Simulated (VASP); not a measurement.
# Si9H4C9 in VASP: single point with PBE

Aim: the single point of Si9H4C9 with PBE.

All numbers are computed with VASP 6.6.1; they aren't measurements. Logs are shortened: lines on timing, memory, paths and dates and some standing lists are left out, and cuts for length are marked.

**1. The cell of the first run**

The cell holds a wire or tube with vacuum around it, 22 atoms: a = 24.000 Å, b = 9.300 Å, c = 5.383 Å, α = 90.00°, β = 90.00°, γ = 90.00°.

**2. Single point, PBE**

INCAR reads:

```
SYSTEM = Si9H4C9
PREC = Accurate
ENCUT = 520
EDIFF = 1E-6
ISMEAR = 0
SIGMA = 0.05
LREAL = Auto
LASPH = .True.
NELM = 60
ALGO = Normal
ISIF = 2
LWAVE = .False.
LCHARG = .True.
GGA = PE
LELF = .True.
LVHAR = .True.
NBANDS = 55
```

KPOINTS reads:

```
regular mesh
0
Gamma
  1 1 6
  0 0 0
```

POSCAR reads:

```
Si9H4C9
1.0
   24.0000000000      0.0000000000      0.0000000000
    0.0000000000      9.3000000000      0.0000000000
    0.0000000000      0.0000000000      5.3826494888
Si C H
9 9 4
Direct
    0.6937979590      0.5000000000      0.3327738075
    0.7557697042      0.5000000000      0.8404886634
    0.5645078166      0.5000000000      0.3326222229
    0.6286147149      0.5000000000      0.8333630385
    0.4354921834      0.5000000000      0.3326222229
    0.5000000000      0.5000000000      0.8325627714
    0.3062020410      0.5000000000      0.3327738075
    0.3713852851      0.5000000000      0.8333630385
    0.2442302958      0.5000000000      0.8404886634
    0.7574311633      0.5000000000      0.1644766851
    0.6291206626      0.5000000000      0.1659484043
    0.6930394501      0.5000000000      0.6657385978
    0.5000000000      0.5000000000      0.1654820297
    0.5643452049      0.5000000000      0.6653229051
    0.3708793374      0.5000000000      0.1659484043
    0.4356547951      0.5000000000      0.6653229051
    0.2425688367      0.5000000000      0.1644766851
    0.3069605499      0.5000000000      0.6657385978
    0.8095945577      0.5000000000      0.7021351245
    0.1904054423      0.5000000000      0.7021351245
    0.7974067358      0.5000000000      0.2608188380
    0.2025932642      0.5000000000      0.2608188380
```

Potentials or basis: VASP PAW PBE potentials, release 64 (Si, C, H).

Command:

```
cat potpaw_PBE.64/Si/POTCAR potpaw_PBE.64/C/POTCAR potpaw_PBE.64/H/POTCAR > POTCAR
mpirun -np 1 vasp_std > vasp.out
```

OUTCAR:

```text
SYSTEM = Si9H4C9
   PREC = Accurate
   ENCUT = 520
   EDIFF = 1E-6
   ISMEAR = 0
   LREAL = Auto
   LASPH = .True.
   NELM = 60
   ISIF = 2
   GGA = PE

 ion  position               nearest neighbor table
   1  0.694  0.500  0.333-  10 1.78  12 1.79  11 1.79   2 3.04   3 3.10   4 3.11   2 3.11   4 3.12

   2  0.756  0.500  0.840-  19 1.49  10 1.74  12 1.78   1 3.04   4 3.05   1 3.11
   3  0.565  0.500  0.333-  13 1.79  14 1.79  11 1.79   5 3.10   4 3.10   1 3.10   4 3.10   6 3.10
                             6 3.11
   4  0.629  0.500  0.833-  14 1.79  12 1.79  11 1.79   2 3.05   6 3.09   3 3.10   3 3.10   1 3.11
                             1 3.12
   5  0.435  0.500  0.333-  13 1.79  16 1.79  15 1.79   3 3.10   8 3.10   7 3.10   8 3.10   6 3.10
                             6 3.11
   6  0.500  0.500  0.833-  14 1.79  16 1.79  13 1.79   8 3.09   4 3.09   3 3.10   5 3.10   5 3.11
                             3 3.11
   7  0.306  0.500  0.333-  17 1.78  18 1.79  15 1.79   9 3.04   5 3.10   8 3.11   9 3.11   8 3.12

   8  0.371  0.500  0.833-  16 1.79  18 1.79  15 1.79   9 3.05   6 3.09   5 3.10   5 3.10   7 3.11
                             7 3.12
   9  0.244  0.500  0.840-  20 1.49  17 1.74  18 1.78   7 3.04   8 3.05   7 3.11
  10  0.757  0.500  0.164-  21 1.09   2 1.74   1 1.78
  11  0.629  0.500  0.166-   4 1.79   3 1.79   1 1.79
  12  0.693  0.500  0.666-   2 1.78   4 1.79   1 1.79
  13  0.500  0.500  0.165-   3 1.79   5 1.79   6 1.79
  14  0.564  0.500  0.665-   6 1.79   4 1.79   3 1.79
  15  0.371  0.500  0.166-   8 1.79   5 1.79   7 1.79
  16  0.436  0.500  0.665-   6 1.79   8 1.79   5 1.79
  17  0.243  0.500  0.164-  22 1.09   9 1.74   7 1.78
  18  0.307  0.500  0.666-   9 1.78   8 1.79   7 1.79
  19  0.810  0.500  0.702-   2 1.49
  20  0.190  0.500  0.702-   9 1.49
  21  0.797  0.500  0.261-  10 1.09
  22  0.203  0.500  0.261-  17 1.09

  LATTYP: Found a simple orthorhombic cell.
 ALAT       =     5.3826494888
 B/A-ratio  =     1.7277736586
 C/A-ratio  =     4.4587707318

  Lattice vectors:

 A1 = (   0.0000000000,   0.0000000000,  -5.3826494888)
 A2 = (   0.0000000000,   9.3000000000,   0.0000000000)
 A3 = (  24.0000000000,   0.0000000000,   0.0000000000)

Analysis of symmetry for initial positions (statically):
=====================================================================
 Subroutine PRICEL returns:
 Original cell was already a primitive cell.

 Routine SETGRP: Setting up the symmetry group for a
 simple orthorhombic supercell.

 Subroutine GETGRP returns: Found  4 space group operations
 (whereof  4 operations were pure point group operations)
 out of a pool of  8 trial point group operations.

[... 140 lines left out ...]
   ISYM   =      2    0-nonsym 1-usesym 2-fastsym
   POTIM  = 0.5000    time-step for ionic-motion
   TEBEG  =    0.0;   TEEND  =   0.0 temperature during run
   PSTRESS=    0.0 pullay stress
   NELECT =      76.0000    total number of electrons
   NUPDOWN=      -1.0000    fix difference up-down
   EMIN   =  10.00;   EMAX   =-10.00  energy-range for DOS
   EFERMI =   0.00;   METHOD = LEGACY
   ISMEAR =     0;   SIGMA  =   0.05  broadening in eV -4-tet -1-fermi 0-gaus
   EFERMI_NEDOS =   21; number of points for ismear=-14 and -15
   IALGO  =     38    algorithm
   IMIX   =      4    mixing-type and parameters
     AMIX     =   0.40;   BMIX     =  1.00
     AMIX_MAG =   1.60;   BMIX_MAG =  1.00
  volume/ion in A,a.u.               =      54.61       368.52
  Fermi-wavevector in a.u.,A,eV,Ry     =   0.652303  1.232674  5.789265  0.425499
  Thomas-Fermi vector in A             =   1.722180
   LORBIT       =      0    0 simple, 1 ext, 2 COOP (PROOUT), +10 PAW based schemes
   GGA     = PE    functional components
   LHFCALC =     F    Hartree Fock is set to
   AEXX    =    0.0000 exact exchange contribution
   IVDW    =     0    specifies the selected vdW correction
   LEPSILON=     F    determine dielectric tensor
   LRPA    =     F    only Hartree local field effects (RPA)
 non-spin polarized calculation
 Gauss-broadening in eV      SIGMA  =   0.05
  energy-cutoff  :      520.00
  volume of cell :     1201.41
 maximum number of plane-waves:     32452
 NGX is ok and might be reduce to   180
   NGX = 89   NGY = 35   NGZ = 21

 number of electron      75.9999997 magnetization

 Free energy of the ion-electron system (eV)
  ---------------------------------------------------
  ext. energy  EPLUGINS =         0.00000000
  ---------------------------------------------------
  free energy    TOTEN  =      -139.08483874 eV

  energy without entropy =     -139.08483874  energy(sigma->0) =     -139.08483874

 E-fermi :  -2.5978     XC(G=0):  -3.1253

 val. band max:       -2.8467775503   @ k =   0.0000   0.0000   0.0000
 cond. band min:      -0.4882037596   @ k =   0.0000   0.0000   0.0000
 fundamental gap:      2.3585737907
 Fermi energy:        -2.5977885451

 k-point     1 :       0.0000    0.0000    0.0000
  band No.  band energies     occupation
      1     -16.4244      2.00000
      2     -16.0792      2.00000
      3     -15.5151      2.00000
      4     -14.7755      2.00000
      5     -13.9893      2.00000
      6     -13.5468      2.00000
[... 201 lines left out ...]
     49       1.6462      0.00000
     50       1.7299      0.00000
 [bands above 50 left out]

------------------------ aborting loop because EDIFF is reached ----------------------------------------

  FORCE on cell =-STRESS in cart. coord.  units (eV):
  Direction    XX          YY          ZZ          XY          YZ          ZX
  --------------------------------------------------------------------------------------
  -------------------------------------------------------------------------------------
  Total       -0.1808133     -0.0112150     -0.1936288      0.0000000      0.0000000      0.0000000
  in kB       -0.2411297     -0.0149561     -0.2582202      0.0000000      0.0000000      0.0000000
  external PRESSURE =      -0.1714353 kB  Pullay stress =       0.0000000 kB

 VOLUME and BASIS-vectors are now :
 -----------------------------------------------------------------------------
  energy-cutoff  :      520.00
  volume of cell :     1201.41
      direct lattice vectors                 reciprocal lattice vectors
    24.000000000  0.000000000  0.000000000     0.041666667  0.000000000  0.000000000
     0.000000000  9.300000000  0.000000000     0.000000000  0.107526882  0.000000000
     0.000000000  0.000000000  5.382649489     0.000000000  0.000000000  0.185782114

 POSITION                                       TOTAL-FORCE (eV/Angst)
 -----------------------------------------------------------------------------------
     16.65115      4.65000      1.79120        -0.002253     -0.000000      0.001217
     18.13847      4.65000      4.52406         0.011016      0.000000     -0.007360
     13.54819      4.65000      1.79039        -0.001150      0.000000      0.000683
     15.08675      4.65000      4.48570        -0.002192      0.000000      0.001733
     10.45181      4.65000      1.79039         0.001150      0.000000      0.000683
     12.00000      4.65000      4.48139         0.000000      0.000000     -0.003996
[... 14 lines left out ...]
     19.13776      4.65000      1.40390         0.018996     -0.000000      0.008531
      4.86224      4.65000      1.40390        -0.018996     -0.000000      0.008531
 -----------------------------------------------------------------------------------
    total drift:                                0.000000      0.000000     -0.048896

  FREE ENERGIE OF THE ION-ELECTRON SYSTEM (eV)
  ---------------------------------------------------
  free  energy   TOTEN  =      -139.0848387402 eV

  energy  without entropy=     -139.0848387402  energy(sigma->0) =     -139.08483874
```

It took 7 min on 1 thread of AMD EPYC 7R13 (Zen 3), shared host; peak memory 0.98 GiB.

Results:

| Quantity | Value |
| --- | --- |
| Free energy | -139.0848 eV |
| Largest force | 0.021 eV/Å |
| Band gap on the k mesh | 2.36 eV |

Forces in eV/Å, atoms in the order of the input:
```
Si  -0.002  0.000  0.001
Si   0.011  0.000 -0.007
Si  -0.001  0.000  0.001
Si  -0.002  0.000  0.002
Si   0.001  0.000  0.001
Si   0.000  0.000 -0.004
Si   0.002  0.000  0.001
Si   0.002  0.000  0.002
Si  -0.011  0.000 -0.007
C   -0.018  0.000  0.004
C    0.012  0.000 -0.003
C   -0.010  0.000 -0.010
C    0.000  0.000  0.002
C    0.001  0.000 -0.005
C   -0.012  0.000 -0.003
C   -0.001  0.000 -0.005
C    0.018  0.000  0.004
C    0.010  0.000 -0.010
H   -0.014  0.000  0.010
H    0.014  0.000  0.010
H    0.019  0.000  0.009
H   -0.019  0.000  0.009
```
